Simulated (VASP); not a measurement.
Here is a VASP 6.6.1 calculation.

File INCAR:

```
ALGO = Fast
EDIFF = 1E-6
ENCUT = 520
GGA = PE
ISIF = 2
ISMEAR = 0
ISPIN = 2
LASPH = True
LCHARG = False
LMAXMIX = 4
LORBIT = 11
LREAL = False
LWAVE = False
MAGMOM = 0.3
NBANDS = 16
NELM = 150
NUPDOWN = 0.3
PREC = Accurate
SIGMA = 0.15
```

The input KPOINTS:

```
k-points
0
Gamma
  22 22 22
```

The input POSCAR:

```
Ti
1.0
   -1.6518192362      1.6518192362      1.6518192362
    1.6518192362     -1.6518192362      1.6518192362
    1.6518192362      1.6518192362     -1.6518192362
Ti
1
Direct
    0.0000000000      0.0000000000      0.0000000000
```

Potentials or basis: VASP PAW PBE potentials, release 64 (Ti_sv).

The run is started by

```sh
$ cat potpaw_PBE.64/Ti_sv/POTCAR > POTCAR
$ mpirun -np 1 vasp_std > vasp.out
```

Problem. What does it give for the pressure?

Solution. -4.3 GPa.

Caveat: the cell stands under tension; the total moment is fixed, so each spin has its own Fermi level and the state may be an excited one.
